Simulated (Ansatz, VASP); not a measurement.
## Sc: VASP beside Ansatz

```
Sc
1.0
     2.79708    0.00000    0.00000
     0.00000    2.79708    0.00000
     0.00000    0.00000    2.79708
Sc
1
Direct
  0.00000 0.00000 0.00000
```

Change from the starting cell: volume scaled by 0.95, LAPW.

Alike in both runs: task single point; functional LDA; k mesh 15 × 15 × 15; occupations fermi-dirac, width 0.05 eV; no spin polarisation.

|  | VASP | Ansatz |
| --- | --- | --- |
| version | VASP 6.6.1 | Ansatz 0.2.0 |
| potentials or method | VASP PAW LDA potentials, release 64 (Sc_sv), cutoff 520 eV | all-electron LAPW, scalar-relativistic |

Ansatz gave:

```
pressure (GPa) : 2.3
```

Question: What did VASP give for the same quantities?

Answer: Pressure (GPa): 2.4.

LDA's correlation is that of Perdew and Zunger in VASP and of Perdew and Wang (1992) in Ansatz. Ansatz ran all-electron here, and VASP with PAW potentials.
